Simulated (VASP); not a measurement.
# BP (I-4m2) in VASP: notebook, part 2 of 2

VASP 6.6.1.

## 3. Single point, PBE (strain +0.1500 x Voigt [1, 1, 0, 0, 0, 0])

INCAR

```
ALGO = Normal
EDIFF = 1E-6
ENCUT = 520
GGA = PE
ISIF = 2
ISMEAR = 0
LASPH = T
LCHARG = F
LREAL = F
LWAVE = F
NBANDS = 11
NELM = 100
PREC = Accurate
SIGMA = 0.05
```

KPOINTS

```
k-points
0
Gamma
  10 10 10
```

POSCAR

```
BP
1.0
    0.0000000000      2.6093500000      2.2690000000
    2.6093500000      0.0000000000      2.2690000000
    2.6093500000      2.6093500000      0.0000000000
B P
1 1
Direct
    0.0000000000      0.0000000000      0.0000000000
    0.7500000000      0.7500000000      0.7500000000
```

Potentials or basis: VASP PAW PBE potentials, release 64 (B, P).

Command:

```console
cat potpaw_PBE.64/B/POTCAR potpaw_PBE.64/P/POTCAR > POTCAR
mpirun -np 1 vasp_std > vasp.out
```

OUTCAR:

```text
EDIFF = 1E-6
   ENCUT = 520
   GGA = PE
   ISIF = 2
   ISMEAR = 0
   LASPH = T
   LREAL = F
   NELM = 100
   PREC = Accurate

 ion  position               nearest neighbor table
   1  0.000  0.000  0.000-   2 2.17   2 2.17   2 2.17   2 2.17
   2  0.750  0.750  0.750-   1 2.17   1 2.17   1 2.17   1 2.17

  LATTYP: Found a body centered tetragonal cell.
 ALAT       =     3.6901781590
 C/A-ratio  =     1.2297509238

  Lattice vectors:

 A1 = (   0.0000000000,  -2.6093500000,  -2.2690000000)
 A2 = (   0.0000000000,   2.6093500000,  -2.2690000000)
 A3 = (   2.6093500000,   0.0000000000,   2.2690000000)

Analysis of symmetry for initial positions (statically):
=====================================================================
 Subroutine PRICEL returns:
 Original cell was already a primitive cell.

 Routine SETGRP: Setting up the symmetry group for a
 body centered tetragonal supercell.

 Subroutine GETGRP returns: Found  8 space group operations
 (whereof  8 operations were pure point group operations)
 out of a pool of 16 trial point group operations.

The static configuration has the point symmetry D_2d.

Analysis of symmetry for dynamics (positions and initial velocities):
=====================================================================
 Subroutine PRICEL returns:
 Original cell was already a primitive cell.

 Routine SETGRP: Setting up the symmetry group for a
 body centered tetragonal supercell.

 Subroutine GETGRP returns: Found  8 space group operations
 (whereof  8 operations were pure point group operations)
 out of a pool of 16 trial point group operations.

The dynamic configuration has the point symmetry D_2d.

 Subroutine INISYM returns: Found  8 space group operations
 (whereof  8 operations are pure point group operations),
 and found     1 'primitive' translations

----------------------------------------------------------------------------------------

                                     Primitive cell

  volume of cell :      30.8979

  direct lattice vectors                    reciprocal lattice vectors
     0.000000000  2.609350000  2.269000000    -0.191618602  0.191618602  0.220361393
     2.609350000  0.000000000  2.269000000     0.191618602 -0.191618602  0.220361393
     2.609350000  2.609350000  0.000000000     0.191618602  0.191618602 -0.220361393

  length of vectors
     3.457899423  3.457899423  3.690178159     0.349277141  0.349277141  0.349277141

  position of ions in fractional coordinates (direct lattice)
     0.000000000  0.000000000  0.000000000
     0.750000000  0.750000000  0.750000000

  ion indices of the primitive-cell ions
   primitive index   ion index
                 1           1
                 2           2

----------------------------------------------------------------------------------------

 KPOINTS: k-points

Automatic generation of k-mesh.
 Grid dimensions read from file:
 generate k-points for:   10   10   10

 Generating k-lattice:

  Cartesian coordinates                     Fractional coordinates (reciprocal lattice)
    -0.019161860  0.019161860  0.022036139     0.100000000 -0.000000000  0.000000000
     0.019161860 -0.019161860  0.022036139    -0.000000000  0.100000000  0.000000000
     0.019161860  0.019161860 -0.022036139     0.000000000  0.000000000  0.100000000

  Length of vectors
     0.034927714  0.034927714  0.034927714

  Shift w.r.t. Gamma in fractional coordinates (k-lattice)
     0.000000000  0.000000000  0.000000000

 Subroutine IBZKPT returns following result:
 ===========================================

 Found    102 irreducible k-points:

 Following reciprocal coordinates:
            Coordinates               Weight
  0.000000  0.000000  0.000000      1.000000
  0.100000  0.000000  0.000000      8.000000
  0.200000  0.000000  0.000000      8.000000
  0.300000  0.000000  0.000000      8.000000
  0.400000  0.000000  0.000000      8.000000
  0.500000  0.000000  0.000000      4.000000
[... 16 lines left out ...]
  0.300000  0.300000  0.000000      2.000000
  0.400000  0.300000  0.000000      8.000000
 [... further k-points ...]
   k-points           NKPTS =    102   k-points in BZ     NKDIM =    102   number of bands    NBANDS=     11
   number of dos      NEDOS =    301   number of ions     NIONS =      2
   total plane-waves  NPLWV =  21952
   dimension x,y,z NGX =    28 NGY =   28 NGZ =   28
   dimension x,y,z NGXF=    56 NGYF=   56 NGZF=   56
   ions per type =               1   1
   NGX,Y,Z   is equivalent  to a cutoff of  13.46, 13.46, 12.61 a.u.
   NGXF,Y,Z  is equivalent  to a cutoff of  26.92, 26.92, 25.23 a.u.
 SYSTEM =  unknown system
   PREC   = accura    normal or accurate (medium, high low for compatibility)
   ISTART =      0    job   : 0-new  1-cont  2-samecut
   ICHARG =      2    charge: 1-file 2-atom 10-const
   ISPIN  =      1    spin polarized calculation?
   LNONCOLLINEAR =      F non collinear calculations
   LSORBIT =      F    spin-orbit coupling
   LASPH  =      T    aspherical Exc in radial PAW
   ENCUT  =  520.0 eV  38.22 Ry    6.18 a.u.   6.43  6.43  6.86*2*pi/ulx,y,z
   NELM   =    100;   NELMIN=  2; NELMDL= -5     # of ELM steps
   EDIFF  = 0.1E-05   stopping-criterion for ELM
   LREAL  =      F    real-space projection
   EDIFFG = 0.1E-04   stopping-criterion for IOM
   NSW    =      0    number of steps for IOM
   IBRION =     -1    ionic relax: 0-MD 1-quasi-New 2-CG
   NFREE  =      0    steps in history (QN), initial steepest desc. (CG)
   ISIF   =      2    stress and relaxation
   ISYM   =      2    0-nonsym 1-usesym 2-fastsym
   POTIM  = 0.5000    time-step for ionic-motion
   TEBEG  =    0.0;   TEEND  =   0.0 temperature during run
   PSTRESS=    0.0 pullay stress
   NELECT =       8.0000    total number of electrons
   NUPDOWN=      -1.0000    fix difference up-down
   EMIN   =  10.00;   EMAX   =-10.00  energy-range for DOS
   EFERMI =   0.00;   METHOD = LEGACY
   ISMEAR =     0;   SIGMA  =   0.05  broadening in eV -4-tet -1-fermi 0-gaus
   EFERMI_NEDOS =   21; number of points for ismear=-14 and -15
   IALGO  =     38    algorithm
   IMIX   =      4    mixing-type and parameters
     AMIX     =   0.40;   BMIX     =  1.00
     AMIX_MAG =   1.60;   BMIX_MAG =  1.00
  volume/ion in A,a.u.               =      15.45       104.25
  Fermi-wavevector in a.u.,A,eV,Ry     =   1.043426  1.971790 14.813185  1.088738
  Thomas-Fermi vector in A             =   2.178135
   LORBIT       =      0    0 simple, 1 ext, 2 COOP (PROOUT), +10 PAW based schemes
   GGA     = PE    functional components
   LHFCALC =     F    Hartree Fock is set to
   AEXX    =    0.0000 exact exchange contribution
   IVDW    =     0    specifies the selected vdW correction
   LEPSILON=     F    determine dielectric tensor
   LRPA    =     F    only Hartree local field effects (RPA)
 non-spin polarized calculation
 Gauss-broadening in eV      SIGMA  =   0.05
  energy-cutoff  :      520.00
  volume of cell :       30.90
 maximum number of plane-waves:       861
 NGX is ok and might be reduce to    28
   NGX = 13   NGY = 13   NGZ = 13

 number of electron       8.0000001 magnetization

 Free energy of the ion-electron system (eV)
  ---------------------------------------------------
  ext. energy  EPLUGINS =         0.00000000
  ---------------------------------------------------
  free energy    TOTEN  =       -11.95951497 eV

  energy without entropy =      -11.95945775  energy(sigma->0) =      -11.95948636

 E-fermi :   5.0209     XC(G=0):  -9.7637

 val. band max:        4.6946724937   @ k =   0.1000   0.0000   0.0000
 cond. band min:       5.0210476138   @ k =   0.4000   0.4000   0.0000
 fundamental gap:      0.3263751202
 Fermi energy:         5.0208804685

 k-point     1 :       0.0000    0.0000    0.0000
  band No.  band energies     occupation
      1      -8.7276      2.00000
      2       4.1334      2.00000
      3       4.1334      2.00000
      4       5.1153      0.00754
      5       7.1181      0.00000
      6       7.8077      0.00000
      7       7.9183      0.00000
      8       7.9183      0.00000
      9      14.3992      0.00000
     10      14.4638      0.00000
     11      16.7050      0.00000
[... 309 lines left out ...]
 k-point    24 :       0.4000    0.3000    0.0000
  band No.  band energies     occupation
      1      -6.1423      2.00000
      2      -0.7356      2.00000
      3       1.1567      2.00000
      4       1.1766      2.00000
      5       5.4437      0.00000
      6       7.5351      0.00000
      7      12.1853      0.00000
      8      12.1875      0.00000
      9      16.1296      0.00000
     10      17.8051      0.00000
     11      18.9803      0.00000

 [... further k-points ...]
[... 5 lines left out ...]
  --------------------------------------------------------------------------------------
  -------------------------------------------------------------------------------------
  Total       -6.4311203     -6.4311203     -1.9698103      0.0000000     -0.0000000     -0.0000000
  in kB     -333.4786629   -333.4786629   -102.1423424      0.0000000     -0.0000000     -0.0000000
  external PRESSURE =    -256.3665561 kB  Pullay stress =       0.0000000 kB

 VOLUME and BASIS-vectors are now :
 -----------------------------------------------------------------------------
  energy-cutoff  :      520.00
  volume of cell :       30.90
      direct lattice vectors                 reciprocal lattice vectors
     0.000000000  2.609350000  2.269000000    -0.191618602  0.191618602  0.220361393
     2.609350000  0.000000000  2.269000000     0.191618602 -0.191618602  0.220361393
     2.609350000  2.609350000  0.000000000     0.191618602  0.191618602 -0.220361393

 POSITION                                       TOTAL-FORCE (eV/Angst)
 -----------------------------------------------------------------------------------
      0.00000      0.00000      0.00000         0.000000      0.000000     -0.000000
      3.91403      3.91403      3.40350        -0.000000     -0.000000      0.000000
 -----------------------------------------------------------------------------------
    total drift:                               -0.000000     -0.000000      0.000000

  FREE ENERGIE OF THE ION-ELECTRON SYSTEM (eV)
  ---------------------------------------------------
  free  energy   TOTEN  =       -11.9595149651 eV

  energy  without entropy=      -11.9594577519  energy(sigma->0) =      -11.95948636
```

OSZICAR:

```text
N       E                     dE             d eps       ncg     rms          rms(c)
DAV:   1     0.966451392922E+01    0.96645E+01   -0.37050E+03  2244   0.635E+02
DAV:   2    -0.114775693184E+02   -0.21142E+02   -0.20395E+02  3049   0.989E+01
DAV:   3    -0.121947063392E+02   -0.71714E+00   -0.71519E+00  2846   0.164E+01
DAV:   4    -0.121983834809E+02   -0.36771E-02   -0.36765E-02  2576   0.138E+00
DAV:   5    -0.121984107578E+02   -0.27277E-04   -0.27277E-04  2748   0.119E-01    0.469E+00
DAV:   6    -0.119918553392E+02    0.20656E+00   -0.65253E-01  2475   0.288E+00    0.261E+00
DAV:   7    -0.119629143019E+02    0.28941E-01   -0.53154E-02  2746   0.128E+00    0.100E+00
DAV:   8    -0.119589942477E+02    0.39201E-02   -0.13772E-02  2490   0.651E-01    0.957E-02
DAV:   9    -0.119593532313E+02   -0.35898E-03   -0.76495E-04  2636   0.154E-01    0.477E-02
DAV:  10    -0.119595050947E+02   -0.15186E-03   -0.18314E-04  2533   0.839E-02    0.218E-02
DAV:  11    -0.119595136423E+02   -0.85475E-05   -0.94295E-06  2788   0.199E-02    0.120E-02
DAV:  12    -0.119595150311E+02   -0.13888E-05   -0.23195E-06  2433   0.848E-03    0.413E-03
DAV:  13    -0.119595149651E+02    0.65993E-07   -0.33738E-08  1182   0.128E-03
   1 F= -.11959515E+02 E0= -.11959486E+02  d E =-.572131E-04
```

stdout:

```text
POSCAR found type information on POSCAR B P
 POSCAR found :  2 types and       2 ions
 scaLAPACK will be used
 LDA part: xc-table for (Slater+PW92), standard interpolation
 POSCAR, INCAR and KPOINTS ok, starting setup
 FFT: planning ... GRIDC
 FFT: planning ... GRID_SOFT
 FFT: planning ... GRID
 WAVECAR not read
 entering main loop
```

Wall time 39 s (1 thread of Intel Xeon Platinum 8488C (Sapphire Rapids), shared host); peak memory 0.17 GiB.

What came out:

| Item | Value |
| --- | --- |
| Free energy | -11.9595 eV |
| Pressure | -25.6 GPa |
| Band gap on the k mesh | zero (band 4 reaches 5.12 eV, above the bottom of band 5 at 5.02 eV) |

Stress tensor (GPa, compression positive):
```
-33.35   0.00   0.00
  0.00 -33.35   0.00
  0.00   0.00 -10.21
```

Levels at points of the mesh, in eV from the Fermi level:
```tsv
k point	band 1	band 2	band 3	band 4	band 5	band 6	band 7	band 8
(0.00, 0.00, 0.00)	-13.75	-0.89	-0.89	0.09	2.10	2.79	2.90	2.90
(0.50, 0.00, 0.00)	-11.35	-7.78	-2.55	-1.36	1.19	3.54	4.75	8.50
(0.50, 0.50, 0.00)	-9.72	-7.16	-4.38	-4.38	0.33	0.47	9.13	9.13
(0.50, 0.00, 0.50)	-10.53	-8.10	-3.36	-3.18	1.72	1.86	7.97	8.98
```

Caveat: the cell differs from its parent crystal (strain +0.1500 x Voigt [1, 1, 0, 0, 0, 0]).
